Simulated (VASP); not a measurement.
# GaC (P6_3mc) in VASP: notebook

GaC is run at these levels: r2SCAN; tasks: single point, relaxation of cell and atoms.

Everything below comes from runs of VASP 6.6.1. Logs are shortened: lines on timing, memory, paths and dates and some standing lists are left out, and cuts for length are marked.

**1. The cell of the first run**

It takes space group P6_3mc (No. 186, hexagonal). Conventional cell: a = 3.222 Å, b = 3.222 Å, c = 5.583 Å, α = 90.00°, β = 90.00°, γ = 120.00°. Ga (site symmetry 3m) has 4 C at 1.98 to 2.03 Å within 2.6 Å. Within 2.6 Å of C (site symmetry 3m) lie 4 Ga at 1.98 to 2.03 Å.

**2. Single point, r2SCAN**

POSCAR

```
GaC
1.0
    3.2222839991      0.0000000000      0.0000000000
   -1.6111419996      2.7905798015      0.0000000000
    0.0000000000      0.0000000000      5.5829016719
Ga C
2 2
Direct
    0.3333333333      0.6666666667      0.0134380751
    0.6666666667      0.3333333333      0.5134380751
    0.3333333333      0.6666666667      0.3686619249
    0.6666666667      0.3333333333      0.8686619249
```

INCAR.step1

```
SYSTEM = GaC
PREC = Accurate
ENCUT = 520
ISMEAR = 0
SIGMA = 0.1
LREAL = .FALSE.
LASPH = .TRUE.
NELM = 80
NBANDS = 25
GGA = PE
ALGO = Normal
EDIFF = 1E-4
LWAVE = .TRUE.
LCHARG = .FALSE.
```

INCAR.step2

```
SYSTEM = GaC
PREC = Accurate
ENCUT = 520
EDIFF = 1E-6
ISMEAR = 0
SIGMA = 0.1
LREAL = .FALSE.
LASPH = .TRUE.
NELM = 80
ALGO = Normal
ISIF = 2
LWAVE = .FALSE.
LCHARG = .TRUE.
METAGGA = R2SCAN
LMIXTAU = .TRUE.
LELF = .TRUE.
LVHAR = .TRUE.
NBANDS = 25
ISTART = 1
```

KPOINTS

```
regular mesh
0
G
  6 6 4
  0 0 0
```

Potentials or basis: VASP PAW PBE potentials, release 64 (Ga_d, C).

Launch:

```bash
> cat potpaw_PBE.64/Ga_d/POTCAR potpaw_PBE.64/C/POTCAR > POTCAR
> cp INCAR.step1 INCAR
> mpirun -np 1 vasp_std > vasp.out
> cp INCAR.step2 INCAR
> mpirun -np 1 vasp_std > vasp.out
```

OUTCAR:

```text
SYSTEM = GaC
   PREC = Accurate
   ENCUT = 520
   EDIFF = 1E-6
   ISMEAR = 0
   LREAL = .FALSE.
   LASPH = .TRUE.
   NELM = 80
   ISIF = 2
   METAGGA = R2SCAN
   ISTART = 1

 ion  position               nearest neighbor table
   1  0.333  0.667  0.013-   3 1.98   4 2.03   4 2.03   4 2.03
   2  0.667  0.333  0.513-   4 1.98   3 2.03   3 2.03   3 2.03
   3  0.333  0.667  0.369-   1 1.98   2 2.03   2 2.03   2 2.03
   4  0.667  0.333  0.869-   2 1.98   1 2.03   1 2.03   1 2.03

  LATTYP: Found a hexagonal cell.
 ALAT       =     3.2222839991
 C/A-ratio  =     1.7325914393

  Lattice vectors:

 A1 = (   3.2222839991,   0.0000000000,   0.0000000000)
 A2 = (  -1.6111419996,   2.7905798015,   0.0000000000)
 A3 = (   0.0000000000,   0.0000000000,   5.5829016719)

Analysis of symmetry for initial positions (statically):
=====================================================================
 Subroutine PRICEL returns:
 Original cell was already a primitive cell.

 Routine SETGRP: Setting up the symmetry group for a
 hexagonal supercell.

 Subroutine GETGRP returns: Found 12 space group operations
 (whereof  6 operations were pure point group operations)
 out of a pool of 24 trial point group operations.

The static configuration has the point symmetry C_3v.
 The point group associated with its full space group is C_6v.

Analysis of symmetry for dynamics (positions and initial velocities):
=====================================================================
 Subroutine PRICEL returns:
 Original cell was already a primitive cell.

 Routine SETGRP: Setting up the symmetry group for a
 hexagonal supercell.

 Subroutine GETGRP returns: Found 12 space group operations
 (whereof  6 operations were pure point group operations)
 out of a pool of 24 trial point group operations.

The dynamic configuration has the point symmetry C_3v.
 The point group associated with its full space group is C_6v.

 Subroutine INISYM returns: Found 12 space group operations
 (whereof  6 operations are pure point group operations),
 and found     1 'primitive' translations

----------------------------------------------------------------------------------------

                                     Primitive cell

  volume of cell :      50.2017

  direct lattice vectors                    reciprocal lattice vectors
     3.222283999  0.000000000  0.000000000     0.310338878  0.179174235  0.000000000
    -1.611142000  2.790579801  0.000000000     0.000000000  0.358348469  0.000000000
     0.000000000  0.000000000  5.582901672     0.000000000  0.000000000  0.179118326
[... 86 lines left out ...]
   EDIFFG = 0.1E-04   stopping-criterion for IOM
   NSW    =      0    number of steps for IOM
   IBRION =     -1    ionic relax: 0-MD 1-quasi-New 2-CG
   NFREE  =      0    steps in history (QN), initial steepest desc. (CG)
   ISIF   =      2    stress and relaxation
   ISYM   =      2    0-nonsym 1-usesym 2-fastsym
   POTIM  = 0.5000    time-step for ionic-motion
   TEBEG  =    0.0;   TEEND  =   0.0 temperature during run
   PSTRESS=    0.0 pullay stress
   NELECT =      34.0000    total number of electrons
   NUPDOWN=      -1.0000    fix difference up-down
   EMIN   =  10.00;   EMAX   =-10.00  energy-range for DOS
   EFERMI =   0.00;   METHOD = LEGACY
   ISMEAR =     0;   SIGMA  =   0.10  broadening in eV -4-tet -1-fermi 0-gaus
   EFERMI_NEDOS =   21; number of points for ismear=-14 and -15
   IALGO  =     38    algorithm
   IMIX   =      4    mixing-type and parameters
     AMIX     =   0.40;   BMIX     =  1.00
     AMIX_MAG =   1.60;   BMIX_MAG =  1.00
  volume/ion in A,a.u.               =      12.55        84.69
  Fermi-wavevector in a.u.,A,eV,Ry     =   1.437678  2.716818 28.122140  2.066919
  Thomas-Fermi vector in A             =   2.556729
   LORBIT       =      0    0 simple, 1 ext, 2 COOP (PROOUT), +10 PAW based schemes
   METAGGA = R2SCAN    functional components
   LHFCALC =     F    Hartree Fock is set to
   AEXX    =    0.0000 exact exchange contribution
   IVDW    =     0    specifies the selected vdW correction
   LEPSILON=     F    determine dielectric tensor
   LRPA    =     F    only Hartree local field effects (RPA)
 non-spin polarized calculation
 Gauss-broadening in eV      SIGMA  =   0.10
  energy-cutoff  :      520.00
  volume of cell :       50.20
 maximum number of plane-waves:      1392
 NGX is ok and might be reduce to    24
   NGX = 11   NGY = 11   NGZ = 21

 number of electron      33.9999972 magnetization

 Free energy of the ion-electron system (eV)
  ---------------------------------------------------
  ext. energy  EPLUGINS =         0.00000000
  ---------------------------------------------------
  free energy    TOTEN  =       -39.03329634 eV

  energy without entropy =      -39.02297183  energy(sigma->0) =      -39.02813408

 E-fermi :   4.4100     XC(G=0): -12.2417

 val. band max:        4.2727358245   @ k =   0.3333  -0.0000   0.5000
 cond. band min:       4.4323684190   @ k =   0.1667   0.1667   0.2500
 fundamental gap:      0.1596325945
 Fermi energy:         4.4099787644

 k-point     1 :       0.0000    0.0000    0.0000
  band No.  band energies     occupation
      1      -9.9208      2.00000
      2      -9.6770      2.00000
      3      -9.6173      2.00000
      4      -9.6173      2.00000
      5      -9.5769      2.00000
      6      -9.5769      2.00000
[... 577 lines left out ...]
     24      15.7079      0.00000
     25      18.8054      0.00000

------------------------ aborting loop because EDIFF is reached ----------------------------------------

  FORCE on cell =-STRESS in cart. coord.  units (eV):
  Direction    XX          YY          ZZ          XY          YZ          ZX
  --------------------------------------------------------------------------------------
  -------------------------------------------------------------------------------------
  Total        0.2023370      0.2023370      0.2280551     -0.0000000      0.0000000     -0.0000000
  in kB        6.4575491      6.4575491      7.2783362     -0.0000000      0.0000000     -0.0000000
  external PRESSURE =       6.7311448 kB  Pullay stress =       0.0000000 kB

 VOLUME and BASIS-vectors are now :
 -----------------------------------------------------------------------------
  energy-cutoff  :      520.00
  volume of cell :       50.20
      direct lattice vectors                 reciprocal lattice vectors
     3.222283999  0.000000000  0.000000000     0.310338878  0.179174235  0.000000000
    -1.611142000  2.790579801  0.000000000     0.000000000  0.358348469  0.000000000
     0.000000000  0.000000000  5.582901672     0.000000000  0.000000000  0.179118326

 POSITION                                       TOTAL-FORCE (eV/Angst)
 -----------------------------------------------------------------------------------
     -0.00000      1.86039      0.07502         0.000000      0.000000      0.017254
      1.61114      0.93019      2.86647        -0.000000     -0.000000      0.017254
     -0.00000      1.86039      2.05820         0.000000      0.000000     -0.017254
      1.61114      0.93019      4.84965         0.000000      0.000000     -0.017254
 -----------------------------------------------------------------------------------
    total drift:                                0.000002      0.000004     -0.012655

  FREE ENERGIE OF THE ION-ELECTRON SYSTEM (eV)
  ---------------------------------------------------
  free  energy   TOTEN  =       -39.0332963375 eV

  energy  without entropy=      -39.0229718321  energy(sigma->0) =      -39.02813408
```

OUTCAR.step1:

```text
SYSTEM = GaC
   PREC = Accurate
   ENCUT = 520
   ISMEAR = 0
   LREAL = .FALSE.
   LASPH = .TRUE.
   NELM = 80
[... 813 lines left out ...]
      1.61114      0.93019      2.86647        -0.000000     -0.000000      0.021746
     -0.00000      1.86039      2.05820        -0.000000     -0.000000     -0.021746
      1.61114      0.93019      4.84965        -0.000000      0.000000     -0.021746
 -----------------------------------------------------------------------------------
    total drift:                                0.000000      0.000000     -0.001111

  FREE ENERGIE OF THE ION-ELECTRON SYSTEM (eV)
  ---------------------------------------------------
  free  energy   TOTEN  =       -20.2604623019 eV

  energy  without entropy=      -20.2497096808  energy(sigma->0) =      -20.25508599
```

Wall time 45 s (1 thread of Intel Xeon 6975P-C (Granite Rapids), shared host); peak memory 0.17 GiB.

Results:

```
Free energy            : -39.0333 eV
Pressure               : 0.7 GPa
Largest force          : 0.017 eV/Å
Band gap on the k mesh : zero (bands 17 and 18 overlap by 3.60 eV)
```

Forces in eV/Å, atoms in the order of the input:
```
Ga   0.000  0.000  0.017
Ga   0.000  0.000  0.017
C    0.000  0.000 -0.017
C    0.000  0.000 -0.017
```

Caveat: the k points lie up to 0.38 Å⁻¹ apart, too coarse for converged energies and pressures of a metal; the PAW data sets were made with another functional, which shifts forces and pressure a little.

(Continued in part 2 of 2.)

The gap in the log of VASP goes by the Fermi energy; the results here count the filled bands.